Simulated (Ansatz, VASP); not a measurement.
Two plane-wave programs on Si3C4

The input INCAR:

```
PREC = Accurate
ENCUT = 600
EDIFF = 1E-6
ISMEAR = 0
SIGMA = 0.2
LREAL = False
LASPH = True
NELM = 100
ALGO = Normal
ISIF = 3
LWAVE = False
LCHARG = False
GGA = PE
IBRION = 2
NSW = 36
EDIFFG = -0.08
```

KPOINTS

```
regular mesh
0
Gamma
  5 5 4
```

File POSCAR:

```
Si3C4
1.0
    5.2856807000     -1.5923955500      0.0000000000
    5.2856807000      1.5923955500      0.0000000000
   -2.6957225300      0.0000000000      4.6715907800
Si C
3 4
Direct
    0.0000000000      0.0000000000      0.0000000000
    0.7405445600      0.7405445600      0.7217617600
    0.2594554400      0.2594554400      0.2782382400
    0.8793405300      0.8793405300      0.5435662300
    0.1206594700      0.1206594700      0.4564337700
    0.3650473400      0.3650473400      0.0237494300
    0.6349526600      0.6349526600      0.9762505700
```

Input for Ansatz:

```yaml
crystal:
  lattice:
    - [5.2856807, -1.59239555, 0.0]
    - [5.2856807, 1.59239555, 0.0]
    - [-2.69572253, 0.0, 4.67159078]
  atoms:
    - { symbol: Si, position: [0.0, 0.0, 0.0] }
    - { symbol: Si, position: [0.74054456, 0.74054456, 0.72176176] }
    - { symbol: Si, position: [0.25945544, 0.25945544, 0.27823824] }
    - { symbol: C, position: [0.87934053, 0.87934053, 0.54356623] }
    - { symbol: C, position: [0.12065947, 0.12065947, 0.45643377] }
    - { symbol: C, position: [0.36504734, 0.36504734, 0.02374943] }
    - { symbol: C, position: [0.63495266, 0.63495266, 0.97625057] }
basis:
  ecutwfc: 420
kpoints:
  mp_grid: { grid: [5, 5, 4] }
hamiltonian:
  xc: pbe
scf:
  occupations: { method: gaussian, width: 0.2 }
  lower_state_search: "off"
output:
  forces: true
  stress: true
  eigenvalues: true
relax:
  adjacent_minimum: "off"
  f_tol: 0.08
  max_steps: 16
  cell: { stress_tol: 0.8 }
```

Change from the starting cell: species swapped into the Ni3Se4 type (C2/m, No. 12).

Alike in both runs: task relaxation of cell and atoms; functional PBE; k mesh 5 × 5 × 4; occupations gaussian, width 0.2 eV; no spin polarisation.

```csv
,VASP,Ansatz
version,VASP 6.6.1,Ansatz 0.2.0
potentials or method,"VASP PAW PBE potentials, release 64 (Si, C), cutoff 600 eV","scalar-relativistic, plane waves, PAW"
valence electrons in the cell,28,28
```

|  | VASP | Ansatz | Ansatz less VASP |
| --- | --- | --- | --- |
| gap on the k mesh at the Fermi level, each at its own relaxed structure (eV) | none | none | - |
| relaxed volume (Å³/atom) | 9.47 | 9.57 | +0.098 |
| relaxed cell length with the largest relative difference (Å) | 5.194 | 5.186 | -0.0079 |

A gap of «none» marks a metal or a gap that the smearing closes.

The k mesh is coarse, so the values compare programs but aren't converged. Noted on VASP's run: the volume moved by over 15 % at a fixed basis, so the end points are rough.
